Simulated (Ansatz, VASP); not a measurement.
## One calculation of CsZn, two programs

```
Cs Zn
1.0
     4.58604    0.00000    0.00000
     0.00000    4.58604    0.00000
     0.00000    0.00000    4.58604
Cs Zn
1 1
Direct
  0.00000 0.00000 0.00000
  0.50000 0.50000 0.50000
```

Alike in both runs: functional PBE; k mesh 8 × 8 × 8; occupations fermi-dirac, width 0.05 eV; no spin polarisation.

Ansatz relaxed the structure, and its values are those at the end. VASP's run is a single point on that final structure, the one shown.

|  | VASP | Ansatz |
| --- | --- | --- |
| version | VASP 6.6.1 | Ansatz 0.2.0 |
| potentials or method | VASP PAW PBE potentials, release 64 (Cs_sv, Zn), cutoff 520 eV | all-electron LAPW, scalar-relativistic |

|  | VASP | Ansatz | Ansatz less VASP |
| --- | --- | --- | --- |
| pressure (GPa) | 0.0 | 0.0 | 0.00 |

Ansatz ran all-electron here, and VASP with PAW potentials.

Neither program's run includes spin-orbit coupling.
